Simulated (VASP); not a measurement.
# NaF in VASP: notebook

The runs below take NaF through single point, with PBEsol, r2SCAN.

Program: VASP 6.6.1. These are calculated values, not measurements. Logs are shortened: lines on timing, memory, paths and dates and some standing lists are left out, and cuts for length are marked.

**1. The cell of the first run**

The structure is cubic, space group Fm-3m (No. 225). The conventional cell has a = 4.840 Å, b = 4.840 Å, c = 4.840 Å, α = 90.00°, β = 90.00°, γ = 90.00°. Within 3.2 Å of Na (site symmetry m-3m) lie 6 F at 2.42 Å. Within 3.2 Å of F (site symmetry m-3m) lie 6 Na at 2.42 Å.

**2. Single point, PBEsol (strained)**

File INCAR:

```
SYSTEM = NaF
PREC = Accurate ; ENCUT = 520
EDIFF = 1E-6 ; ISMEAR = 0
SIGMA = 0.02 ; LREAL = .False.
LASPH = .True. ; NELM = 100
ALGO = Normal ; ISIF = 2
LWAVE = .False. ; LCHARG = .False.
GGA = PS ; NBANDS = 14
```

File KPOINTS:

```
Automatic mesh
0
Gamma
  8 8 8
  0 0 0
```

File POSCAR:

```
NaF
1.0
    0.0000000000      2.4197866490      2.4197866490
    2.4197866490      0.0000000000      2.4197866490
    2.4197866490      2.4197866490      0.0000000000
Na F
1 1
Direct
    0.0000000000      0.0000000000      0.0000000000
    0.5000000000      0.5000000000      0.5000000000
```

Potentials or basis: VASP PAW PBE potentials, release 64 (Na_pv, F).

Run with:

```
cat potpaw_PBE.64/Na_pv/POTCAR potpaw_PBE.64/F/POTCAR > POTCAR
mpirun -np 1 vasp_std > vasp.out
```

OUTCAR:

```text
SYSTEM = NaF
   PREC = Accurate
   ENCUT = 520
   EDIFF = 1E-6
   ISMEAR = 0
   LREAL = .False.
   LASPH = .True.
   NELM = 100
   ISIF = 2
   GGA = PS

 ion  position               nearest neighbor table
   1  0.000  0.000  0.000-
   2  0.500  0.500  0.500-

  LATTYP: Found a face centered cubic cell.
 ALAT       =     4.8395732980

  Lattice vectors:

 A1 = (   0.0000000000,   2.4197866490,   2.4197866490)
 A2 = (   2.4197866490,   0.0000000000,   2.4197866490)
 A3 = (   2.4197866490,   2.4197866490,   0.0000000000)

Analysis of symmetry for initial positions (statically):
=====================================================================
 Subroutine PRICEL returns:
 Original cell was already a primitive cell.

 Routine SETGRP: Setting up the symmetry group for a
 face centered cubic supercell.

 Subroutine GETGRP returns: Found 48 space group operations
 (whereof 48 operations were pure point group operations)
 out of a pool of 48 trial point group operations.

The static configuration has the point symmetry O_h .

Analysis of symmetry for dynamics (positions and initial velocities):
=====================================================================
 Subroutine PRICEL returns:
 Original cell was already a primitive cell.

 Routine SETGRP: Setting up the symmetry group for a
 face centered cubic supercell.

 Subroutine GETGRP returns: Found 48 space group operations
 (whereof 48 operations were pure point group operations)
 out of a pool of 48 trial point group operations.

The dynamic configuration has the point symmetry O_h .

 Subroutine INISYM returns: Found 48 space group operations
 (whereof 48 operations are pure point group operations),
 and found     1 'primitive' translations

----------------------------------------------------------------------------------------

                                     Primitive cell

  volume of cell :      28.3375

  direct lattice vectors                    reciprocal lattice vectors
     0.000000000  2.419786649  2.419786649    -0.206629787  0.206629787  0.206629787
     2.419786649  0.000000000  2.419786649     0.206629787 -0.206629787  0.206629787
     2.419786649  2.419786649  0.000000000     0.206629787  0.206629787 -0.206629787

  length of vectors
     3.422095097  3.422095097  3.422095097     0.357893290  0.357893290  0.357893290

  position of ions in fractional coordinates (direct lattice)
     0.000000000  0.000000000  0.000000000
     0.500000000  0.500000000  0.500000000

  ion indices of the primitive-cell ions
   primitive index   ion index
                 1           1
                 2           2

----------------------------------------------------------------------------------------

 KPOINTS: Automatic mesh

Automatic generation of k-mesh.
 Grid dimensions read from file:
 generate k-points for:    8    8    8

 Generating k-lattice:

  Cartesian coordinates                     Fractional coordinates (reciprocal lattice)
    -0.025828723  0.025828723  0.025828723     0.125000000  0.000000000  0.000000000
     0.025828723 -0.025828723  0.025828723     0.000000000  0.125000000  0.000000000
     0.025828723  0.025828723 -0.025828723     0.000000000  0.000000000  0.125000000

  Length of vectors
     0.044736661  0.044736661  0.044736661

  Shift w.r.t. Gamma in fractional coordinates (k-lattice)
     0.000000000  0.000000000  0.000000000

 Subroutine IBZKPT returns following result:
 ===========================================

 Found     29 irreducible k-points:

 Following reciprocal coordinates:
            Coordinates               Weight
  0.000000  0.000000  0.000000      1.000000
  0.125000  0.000000  0.000000      8.000000
  0.250000  0.000000  0.000000      8.000000
  0.375000  0.000000  0.000000      8.000000
  0.500000  0.000000  0.000000      4.000000
  0.125000  0.125000  0.000000      6.000000
[... 16 lines left out ...]
  0.500000  0.250000  0.125000     48.000000
 -0.375000  0.250000  0.125000     24.000000
 [... further k-points ...]
[... 45 lines left out ...]
 fundamental gap:      5.5410611844
 Fermi energy:        -2.5605357898

 k-point     1 :       0.0000    0.0000    0.0000
  band No.  band energies     occupation
      1     -21.8532      2.00000
      2     -21.8532      2.00000
      3     -21.8532      2.00000
      4     -21.5335      2.00000
      5      -2.6739      2.00000
      6      -2.6739      2.00000
      7      -2.6739      2.00000
      8       2.8672      0.00000
      9      15.2621      0.00000
     10      15.2621      0.00000
     11      15.2621      0.00000
     12      17.6911      0.00000
     13      19.9324      0.00000
     14      19.9324      0.00000

 k-point     2 :       0.1250    0.0000    0.0000
  band No.  band energies     occupation
      1     -21.9806      2.00000
      2     -21.8545      2.00000
      3     -21.8545      2.00000
      4     -21.3919      2.00000
      5      -2.9282      2.00000
      6      -2.7035      2.00000
      7      -2.7035      2.00000
      8       3.3677      0.00000
      9      13.5452      0.00000
     10      15.4456      0.00000
     11      15.4456      0.00000
     12      19.2440      0.00000
     13      19.2440      0.00000
     14      19.3473      0.00000

 k-point     3 :       0.2500    0.0000    0.0000
  band No.  band energies     occupation
      1     -22.1535      2.00000
      2     -21.8576      2.00000
      3     -21.8576      2.00000
      4     -21.1837      2.00000
      5      -3.4414      2.00000
      6      -2.7743      2.00000
      7      -2.7743      2.00000
      8       4.5911      0.00000
      9      11.4675      0.00000
     10      15.8121      0.00000
     11      15.8121      0.00000
     12      18.5575      0.00000
     13      18.5576      0.00000
     14      19.6544      0.00000
[... 324 lines left out ...]
 k-point    23 :       0.5000    0.2500    0.1250
  band No.  band energies     occupation
      1     -22.1891      2.00000
      2     -21.8867      2.00000
      3     -21.8692      2.00000
      4     -21.0904      2.00000
      5      -3.7280      2.00000
      6      -3.0972      2.00000
      7      -2.9153      2.00000
      8       6.9505      0.00000
      9       9.9323      0.00000
     10      13.2934      0.00000
     11      15.0501      0.00000
     12      17.4370      0.00000
     13      19.3052      0.00000
     14      22.9478      0.00000

 k-point    24 :      -0.3750    0.2500    0.1250
  band No.  band energies     occupation
      1     -22.2036      2.00000
      2     -21.8889      2.00000
      3     -21.8737      2.00000
      4     -21.0641      2.00000
      5      -3.7894      2.00000
      6      -3.1603      2.00000
      7      -2.9478      2.00000
      8       8.1302      0.00000
      9       8.9060      0.00000
     10      13.0480      0.00000
     11      14.7447      0.00000
     12      17.9481      0.00000
     13      18.9001      0.00000
     14      23.2463      0.00000

 [... further k-points ...]

------------------------ aborting loop because EDIFF is reached ----------------------------------------

  FORCE on cell =-STRESS in cart. coord.  units (eV):
  Direction    XX          YY          ZZ          XY          YZ          ZX
  --------------------------------------------------------------------------------------
  -------------------------------------------------------------------------------------
  Total       -0.8652353     -0.8652353     -0.8652353      0.0000000     -0.0000000      0.0000000
  in kB      -48.9196766    -48.9196766    -48.9196766      0.0000000     -0.0000000      0.0000000
  external PRESSURE =     -48.9196766 kB  Pullay stress =       0.0000000 kB

 VOLUME and BASIS-vectors are now :
 -----------------------------------------------------------------------------
  energy-cutoff  :      520.00
  volume of cell :       28.34
      direct lattice vectors                 reciprocal lattice vectors
     0.000000000  2.419786649  2.419786649    -0.206629787  0.206629787  0.206629787
     2.419786649  0.000000000  2.419786649     0.206629787 -0.206629787  0.206629787
     2.419786649  2.419786649  0.000000000     0.206629787  0.206629787 -0.206629787

 POSITION                                       TOTAL-FORCE (eV/Angst)
 -----------------------------------------------------------------------------------
      0.00000      0.00000      0.00000        -0.000000      0.000000     -0.000000
      2.41979      2.41979      2.41979         0.000000     -0.000000      0.000000
 -----------------------------------------------------------------------------------
    total drift:                                0.000000      0.000000      0.000000

  FREE ENERGIE OF THE ION-ELECTRON SYSTEM (eV)
  ---------------------------------------------------
  free  energy   TOTEN  =        -8.7132642861 eV

  energy  without entropy=       -8.7132642861  energy(sigma->0) =       -8.71326429
```

It took 5.4 s on 1 thread of AMD EPYC 9R45 (Zen 5), shared host; peak memory 0.12 GiB.

Results:

```
Free energy            : -8.7133 eV
Pressure               : -4.9 GPa
Band gap on the k mesh : 5.54 eV
```

Caveat: the cell differs from its parent crystal (strained); the cell stands under tension; the PAW data sets were made with another functional, which shifts forces and pressure a little.

**3. Single point, r2SCAN (strained)**

File POSCAR:

```
NaF
1.0
    0.0000000000      2.4053357230      2.4053357230
    2.4053357230      0.0000000000      2.4053357230
    2.4053357230      2.4053357230      0.0000000000
Na F
1 1
Direct
    0.0000000000      0.0000000000      0.0000000000
    0.5000000000      0.5000000000      0.5000000000
```

File INCAR.step1:

```
SYSTEM = NaF
PREC = Accurate
ENCUT = 520
ISMEAR = 0
SIGMA = 0.02
LREAL = .FALSE.
LASPH = .TRUE.
NELM = 60
NBANDS = 14
GGA = PE
ALGO = Normal
EDIFF = 1E-4
LWAVE = .TRUE.
LCHARG = .FALSE.
```

File INCAR.step2:

```
SYSTEM = NaF
PREC = Accurate
ENCUT = 520
EDIFF = 1E-6
ISMEAR = 0
SIGMA = 0.02
LREAL = .FALSE.
LASPH = .TRUE.
NELM = 60
ALGO = Normal
ISIF = 2
LWAVE = .FALSE.
LCHARG = .FALSE.
METAGGA = R2SCAN
LMIXTAU = .TRUE.
NBANDS = 14
ISTART = 1
```

File KPOINTS:

```
regular mesh
0
G
  8 8 8
  0 0 0
```

Potentials or basis: VASP PAW PBE potentials, release 64 (Na_pv, F).

Run with:

```
cat potpaw_PBE.64/Na_pv/POTCAR potpaw_PBE.64/F/POTCAR > POTCAR
cp INCAR.step1 INCAR
mpirun -np 1 vasp_std > vasp.out
cp INCAR.step2 INCAR
mpirun -np 1 vasp_std > vasp.out
```

Wall time 27 s (1 thread of AMD EPYC 9R45 (Zen 5), shared host); peak memory 0.12 GiB.

Results (log left out):

```
Free energy            : -12.5243 eV
Pressure               : -6.1 GPa
Band gap on the k mesh : 6.58 eV
```

Levels at points of the mesh, in eV from the valence-band top:
```tsv
k point	band 5	band 6	band 7	band 8	band 9	band 10
(0.00, 0.00, 0.00)	0.00	0.00	0.00	6.58	18.97	18.97
(0.50, 0.00, 0.00)	-1.32	-0.21	-0.21	10.92	12.46	20.18
(0.50, 0.50, 0.00)	-1.10	-0.35	-0.35	13.12	13.49	13.75
```

Caveat: the cell differs from its parent crystal (strained); the cell stands under tension; the PAW data sets were made with another functional, which shifts forces and pressure a little. A k mesh can miss the band edges.

**4. Single point, PBEsol (one atom moved)**

File INCAR:

```
PREC = Accurate ; ENCUT = 520
EDIFF = 1E-6 ; ISMEAR = 0
SIGMA = 0.02 ; LREAL = False
LASPH = True ; NELM = 80
ALGO = Normal ; ISIF = 2
LWAVE = False ; LCHARG = True
GGA = PS ; LELF = True
LVHAR = True ; NBANDS = 14
```

File KPOINTS:

```
regular mesh
0
Gamma
  8 8 8
```

File POSCAR:

```
NaF
1.0
    0.0000000000      2.3233000000      2.3233000000
    2.3233000000      0.0000000000      2.3233000000
    2.3233000000      2.3233000000      0.0000000000
Na F
1 1
Direct
    0.0000000000      0.0000000000      0.0000000000
    0.4841475487      0.5047475574      0.5100116214
```

Run with:

```
cat potpaw_PBE.64/Na_pv/POTCAR potpaw_PBE.64/F/POTCAR > POTCAR
mpirun -np 1 vasp_std > vasp.out
```

Run time: 26 s. Hardware: 1 thread of AMD EPYC 9R45 (Zen 5), shared host; peak memory 0.16 GiB.

Results (log left out):

* Free energy: -8.7665 eV
* Pressure: -0.6 GPa
* Largest force: 0.098 eV/Å
* Band gap on the k mesh: 6.12 eV

Forces on the atoms (eV/Å):
```
Na   0.075 -0.029 -0.056
F   -0.075  0.029  0.056
```

Stress tensor (GPa, compression positive):
```
-0.52  0.01  0.02
 0.01 -0.63 -0.01
 0.02 -0.01 -0.57
```

Levels at points of the mesh, in eV from the valence-band top:
```
           k point  band 3  band 4  band 5  band 6  band 7  band 8  band 9  band 10  band 11  band 12
(0.00, 0.00, 0.00)  -18.79  -18.79    0.00    0.00    0.00    6.12   18.79    18.79    18.80    21.45
(0.50, 0.00, 0.00)  -18.80  -18.04   -1.60   -0.25   -0.25   10.56   12.27    19.89    19.90    22.71
(0.00, 0.50, 0.00)  -18.80  -18.03   -1.60   -0.25   -0.25   10.56   12.26    19.88    19.89    22.72
(0.00, 0.00, 0.50)  -18.80  -18.03   -1.60   -0.25   -0.25   10.56   12.27    19.89    19.89    22.72
(0.50, 0.50, 0.50)  -18.80  -18.03   -1.60   -0.25   -0.25   10.56   12.26    19.88    19.89    22.72
(0.50, 0.50, 0.00)  -18.85  -18.75   -1.29   -0.41   -0.41   12.90   13.07    13.45    19.54    19.55
(0.00, 0.50, 0.50)  -18.85  -18.75   -1.29   -0.41   -0.41   12.90   13.07    13.46    19.54    19.54
(0.50, 0.00, 0.50)  -18.85  -18.75   -1.29   -0.41   -0.41   12.91   13.07    13.44    19.54    19.55
```

Caveat: the cell differs from its parent crystal (one atom moved); the PAW data sets were made with another functional, which shifts forces and pressure a little.

**5. Single point, PBEsol (one atom moved)**

File INCAR:

```
PREC = Accurate
ENCUT = 520
EDIFF = 1E-6
ISMEAR = 0
SIGMA = 0.02
LREAL = F
LASPH = T
NELM = 100
ALGO = Normal
ISIF = 2
LWAVE = F
LCHARG = F
GGA = PS
NBANDS = 14
```

File KPOINTS:

```
Automatic mesh
0
Gamma
  8 8 8
```

File POSCAR:

```
NaF
1.0
    0.0000000000      2.3233000000      2.3233000000
    2.3233000000      0.0000000000      2.3233000000
    2.3233000000      2.3233000000      0.0000000000
Na F
1 1
Direct
    0.0299659966     -0.0170748504     -0.0171265011
    0.5000000000      0.5000000000      0.5000000000
```

Run with:

```
cat potpaw_PBE.64/Na_pv/POTCAR potpaw_PBE.64/F/POTCAR > POTCAR
mpirun -np 1 vasp_std > vasp.out
```

Run time: 26 s. Hardware: 1 thread of AMD EPYC 9R45 (Zen 5), shared host; peak memory 0.16 GiB.

Results (log left out):

```
Free energy            : -8.7598 eV
Pressure               : -0.4 GPa
Largest force          : 0.200 eV/Å
Band gap on the k mesh : 6.12 eV
```

Forces on the atoms (eV/Å):
```
Na   0.178 -0.063 -0.064
F   -0.178  0.063  0.064
```

Stress tensor (GPa, compression positive):
```
 0.01  0.06  0.06
 0.06 -0.60 -0.02
 0.06 -0.02 -0.60
```

Levels at points of the mesh, in eV from the valence-band top:
```csv
k point,band 5,band 6,band 7,band 8,band 9,band 10
"(0.00, 0.00, 0.00)",0.00,0.00,0.00,6.12,18.79,18.80
"(0.50, 0.00, 0.00)",-1.60,-0.25,-0.25,10.56,12.27,19.88
"(0.00, 0.50, 0.00)",-1.60,-0.25,-0.25,10.56,12.26,19.86
"(0.00, 0.00, 0.50)",-1.60,-0.25,-0.25,10.56,12.26,19.86
"(0.50, 0.50, 0.50)",-1.60,-0.25,-0.25,10.56,12.26,19.86
"(0.50, 0.50, 0.00)",-1.28,-0.41,-0.41,12.90,13.09,13.43
"(0.00, 0.50, 0.50)",-1.28,-0.41,-0.41,12.85,13.07,13.49
"(0.50, 0.00, 0.50)",-1.28,-0.41,-0.41,12.90,13.09,13.43
```

Caveat: the cell differs from its parent crystal (one atom moved); the PAW data sets were made with another functional, which shifts forces and pressure a little.

**6. Single point, PBEsol (atoms moved at random and the cell strained at random)**

File INCAR:

```
SYSTEM = NaF
PREC = Accurate ; ENCUT = 520
EDIFF = 1E-6 ; ISMEAR = 0
SIGMA = 0.02 ; LREAL = .False.
LASPH = .True. ; NELM = 60
ALGO = Normal ; ISIF = 2
LWAVE = .False. ; LCHARG = .False.
GGA = PS ; NBANDS = 14
```

File KPOINTS:

```
regular mesh
0
Gamma
  8 8 8
  0 0 0
```

File POSCAR:

```
NaF
1.0
    0.0010687180      2.3386570130      2.3338710150
    2.3472764560      0.0074810260      2.3274587070
    2.3477875820      2.3327558310      0.0069699000
Na F
1 1
Direct
    0.0199565274      0.0027525503     -0.0100912495
    0.4800434726      0.4972474497      0.5100912495
```

Potentials or basis: VASP PAW PBE potentials, release 64 (Na_pv, F).

Run with:

```
cat potpaw_PBE.64/Na_pv/POTCAR potpaw_PBE.64/F/POTCAR > POTCAR
mpirun -np 1 vasp_std > vasp.out
```

Run time: 40 s. Hardware: 1 thread of AMD EPYC 9R45 (Zen 5), shared host; peak memory 0.18 GiB.

Results (log left out):

| Item | Value |
| --- | --- |
| Free energy | -8.7512 eV |
| Pressure | -0.9 GPa |
| Largest force | 0.265 eV/Å |
| Band gap on the k mesh | 6.04 eV |

Forces in eV/Å, atoms in the order of the input:
```
Na   0.060 -0.093 -0.241
F   -0.060  0.093  0.241
```

Stress tensor (GPa, compression positive):
```
-1.65  0.01  0.07
 0.01 -1.11 -0.26
 0.07 -0.26  0.02
```

Levels at points of the mesh, in eV from the valence-band top:
```tsv
k point	band 3	band 4	band 5	band 6	band 7	band 8	band 9	band 10	band 11	band 12
(0.00, 0.00, 0.00)	-18.83	-18.78	-0.01	0.00	0.00	6.04	18.65	18.70	18.78	21.29
(0.50, 0.00, 0.00)	-18.84	-18.07	-1.57	-0.25	-0.24	10.47	12.11	19.66	19.84	22.47
(0.00, 0.50, 0.00)	-18.84	-18.06	-1.56	-0.25	-0.24	10.46	12.14	19.59	19.71	22.58
(0.50, 0.50, 0.00)	-18.88	-18.65	-1.25	-0.41	-0.40	12.72	12.99	13.38	19.27	19.35
(0.00, 0.00, 0.50)	-18.84	-18.06	-1.56	-0.25	-0.25	10.46	12.14	19.61	19.72	22.58
(0.50, 0.00, 0.50)	-18.88	-18.66	-1.26	-0.41	-0.40	12.79	13.03	13.28	19.27	19.44
(0.00, 0.50, 0.50)	-18.88	-18.66	-1.27	-0.41	-0.38	12.71	13.09	13.25	19.37	19.49
(0.50, 0.50, 0.50)	-18.84	-18.06	-1.57	-0.24	-0.24	10.46	12.10	19.67	19.81	22.52
```

Caveat: the cell differs from its parent crystal (atoms moved at random and the cell strained at random); the PAW data sets were made with another functional, which shifts forces and pressure a little.

**7. Summary**

```csv
level,cell,gap on the mesh (eV),pressure (GPa),largest force (eV/Å)
PBEsol,"a = 3.422 Å, angles 60.0°, 2 atoms, atomic positions A",5.54,-4.9,-
r2SCAN,"a = 3.402 Å, angles 60.0°, 2 atoms, atomic positions A",6.58,-6.1,-
PBEsol,"a = 3.286 Å, angles 60.0°, 2 atoms, atomic positions B",6.12,-0.6,0.10
PBEsol,"a = 3.286 Å, angles 60.0°, 2 atoms, atomic positions C",6.12,-0.4,0.20
PBEsol,"a = 3.304, b = 3.306, c = 3.310 Å, angles 59.5, 60.0, 60.1°, 2 atoms, atomic positions D",6.04,-0.9,0.26
```

Alike in all rows: task single point; potentials or basis VASP PAW PBE potentials, release 64 (Na_pv, F); no spin polarisation; k mesh 8 × 8 × 8; cutoff (eV) 520; smearing gaussian 0.02 eV.

Caveats: the PAW data sets were made with another functional, which shifts forces and pressure a little; the cell stands under tension (at least some runs).

Total energies depend on the potentials used, so only differences within one code and one set of settings carry meaning.
